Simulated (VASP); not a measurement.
Here is a VASP 6.6.1 calculation.

Contents of INCAR:

```
SYSTEM = GaSb
ALGO = Normal
EDIFF = 1E-6
EDIFFG = -0.005
ENCUT = 600
GGA = CA
IBRION = 2
ISIF = 3
ISMEAR = 0
LASPH = .True.
LCHARG = .False.
LREAL = .False.
LWAVE = .False.
NELM = 100
NSW = 100
PREC = Accurate
SIGMA = 0.1
```

The input KPOINTS:

```
k-points
0
Gamma
  16 16 16
  0 0 0
```

File POSCAR:

```
GaSb
1.0
   -2.7534340000      2.7534340000      1.5907070000
    2.7534340000     -2.7534340000      1.5907070000
    2.7534340000      2.7534340000     -1.5907070000
Ga Sb
1 1
Direct
    0.2500000000      0.7500000000      0.5000000000
    0.0000000000      0.0000000000      0.0000000000
```

Potentials or basis: VASP PAW LDA potentials, release 64 (Ga_d, Sb).

Launch:

```sh
$ cat potpaw_LDA.64/Ga_d/POTCAR potpaw_LDA.64/Sb/POTCAR > POTCAR
$ mpirun -np 1 vasp_std > vasp.out
```

What does it give for the relaxed cell?

a = 4.109 Å, b = 4.109 Å, c = 4.109 Å, α = 98.06°, β = 98.06°, γ = 136.02°.

What does it give for the band gap on the k mesh?

Zero (band 9 reaches 9.06 eV, above the bottom of band 10 at 4.06 eV).

Estimate the relaxed volume.

22.34 Å³/atom.

Estimate the space group after relaxing (to 0.05 Å).

I-4m2 (No. 119).

Final structure:
```cif
data_structure
_symmetry_space_group_name_H-M 'P 1'
_symmetry_Int_Tables_number 1
_cell_length_a 4.1092
_cell_length_b 4.1092
_cell_length_c 4.1092
_cell_angle_alpha 98.060
_cell_angle_beta 98.060
_cell_angle_gamma 136.020
_cell_volume 44.68
loop_
_atom_site_label
_atom_site_type_symbol
_atom_site_fract_x
_atom_site_fract_y
_atom_site_fract_z
_atom_site_occupancy
Ga1 Ga 0.25000 0.75000 0.50000 1
Sb1 Sb 0.00000 0.00000 0.00000 1
```

Caveat: spin-orbit coupling is left out, which moves the levels of the heavy elements.
